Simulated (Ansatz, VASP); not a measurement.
# Two plane-wave programs on Te

```xyz
1
Lattice="3.4732 0.0000 0.0000 -1.7366 3.0079 0.0000 0.0000 0.0000 3.2453" Properties=species:S:1:pos:R:3 pbc="T T T"
Te    0.0000    0.0000    0.0000
```

Alike in both runs: task single point; functional PBEsol; k mesh 6 × 6 × 6; occupations gaussian, width 0.1 eV; no spin polarisation.

|  | VASP | Ansatz |
| --- | --- | --- |
| version | VASP 6.6.1 | Ansatz 0.2.0 |
| potentials or method | VASP PAW PBE potentials, release 64 (Te), cutoff 520 eV | scalar-relativistic, plane waves, PAW |
| valence electrons in the cell | 6 | 16 |

VASP gave:

- gap on the k mesh at the Fermi level (eV): none
- pressure (GPa): -6.5
- traceless stress, the component that is largest in VASP (GPa): -0.28

Task: Estimate Ansatz's values.

Result: gap on the k mesh at the Fermi level (eV): none; pressure (GPa): -6.4; traceless stress, the component that is largest in VASP (GPa): -0.29.

VASP's potentials were made for PBE, not for PBEsol. A gap of «none» marks a metal or a gap that the smearing closes. With one functional, cell and mesh, what is left measures potentials, basis and numerics. VASP's potentials hold 6 valence electrons a cell and Ansatz's 16, so a difference there can come from the potentials and not from the codes.

Neither program's run includes spin-orbit coupling.
